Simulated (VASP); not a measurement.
A run of VASP 6.6.1 is set up as follows.

File POSCAR:

```
BeS
1.0
    2.4829089885      2.4829089885      0.0000000000
   -2.4829089885      2.4829089885      0.0000000000
    0.0000000000      2.4829089885      2.4050138045
Be S
1 1
Direct
    0.0000000000      0.0000000000      0.0000000000
    0.7500000000      0.2500000000      0.5000000000
```

INCAR.step1

```
SYSTEM = BeS
ALGO = Normal
EDIFF = 1E-4
ENCUT = 520
GGA = PE
ISMEAR = 0
LASPH = .TRUE.
LCHARG = .FALSE.
LREAL = .FALSE.
LWAVE = .TRUE.
NBANDS = 11
NELM = 100
PREC = Accurate
SIGMA = 0.01
```

Contents of INCAR.step2:

```
SYSTEM = BeS
ALGO = Normal
EDIFF = 1E-6
ENCUT = 520
ISIF = 2
ISMEAR = 0
ISTART = 1
LASPH = .TRUE.
LCHARG = .FALSE.
LMIXTAU = .TRUE.
LREAL = .FALSE.
LWAVE = .FALSE.
METAGGA = R2SCAN
NBANDS = 11
NELM = 100
PREC = Accurate
SIGMA = 0.01
```

Contents of KPOINTS:

```
k-points
0
G
  8 8 8
  0 0 0
```

Potentials or basis: VASP PAW PBE potentials, release 64 (Be, S).

Launch:

```sh
$ cat potpaw_PBE.64/Be/POTCAR potpaw_PBE.64/S/POTCAR > POTCAR
$ cp INCAR.step1 INCAR
$ mpirun -np 1 vasp_std > vasp.out
$ cp INCAR.step2 INCAR
$ mpirun -np 1 vasp_std > vasp.out
```

**Question.** What does it give for the band gap on the k mesh?

**Answer.** 3.39 eV (least direct gap 6.15 eV).

**Question.** Estimate the pressure.

**Answer.** -2.3 GPa.

Stress tensor (GPa, compression positive):
```
-3.29  0.00  0.00
 0.00 -3.29  0.00
 0.00  0.00 -0.34
```

Caveat: the cell differs from its parent crystal (in-plane strain +0.02); the PAW data sets were made with another functional, which shifts forces and pressure a little. A k mesh can miss the band edges.
